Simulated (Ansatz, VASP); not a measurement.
## One calculation of AgBr, two programs

INCAR

```
SYSTEM = AgBr
PREC = Accurate
ENCUT = 400
EDIFF = 1E-8
ISMEAR = -1
SIGMA = 0.02
LREAL = .False.
LASPH = .True.
NELM = 120
ALGO = Normal
ISIF = 2
LWAVE = .False.
LCHARG = .False.
GGA = PS
LEFG = .True.
NBANDS = 16
GGA_COMPAT = .False.
```

File KPOINTS:

```
regular mesh
0
Gamma
  7 7 7
  0 0 0
```

File POSCAR:

```
AgBr
1.0
    0.0000000000      2.8666799533      2.8666799533
    2.8666799533      0.0000000000      2.8666799533
    2.8666799533      2.8666799533      0.0000000000
Ag Br
1 1
Direct
    0.5000000000      0.5000000000      0.5000000000
    0.0000000000      0.0000000000      0.0000000000
```

Input for Ansatz:

```yaml
crystal:
  lattice:
    - [0.0, 2.8666799533, 2.8666799533]
    - [2.8666799533, 0.0, 2.8666799533]
    - [2.8666799533, 2.8666799533, 0.0]
  atoms:
    - { symbol: Ag, position: [0.5, 0.5, 0.5] }
    - { symbol: Br, position: [0.0, 0.0, 0.0] }
kpoints:
  mp_grid: { grid: [7, 7, 7] }
scf:
  occupations: { method: fermi_dirac, width: 0.02 }
hamiltonian:
  xc: pbesol
  pseudopotentials: { kind: all_electron, datasets: crystal }
output:
  forces: true
  stress: true
  eigenvalues: true
  efg: { contact_densities: true }
```

Change from the starting cell: volume scaled by 0.98, crystal datasets.

Alike in both runs: task electric field gradients; functional PBEsol; k mesh 7 × 7 × 7; occupations fermi-dirac, width 0.02 eV; no spin polarisation.

|  | VASP | Ansatz |
| --- | --- | --- |
| version | VASP 6.6.1 | Ansatz 0.2.0 |
| potentials or method | VASP PAW PBE potentials, release 64 (Ag, Br), cutoff 400 eV | all-electron PAW with datasets made for the crystal, scalar-relativistic |

|  | VASP | Ansatz | Ansatz less VASP |
| --- | --- | --- | --- |
| pressure (GPa) | -1.7 | -1.5 | +0.22 |

VASP's potentials were made for PBE, not for PBEsol. Ansatz ran all-electron here, and VASP with PAW potentials.
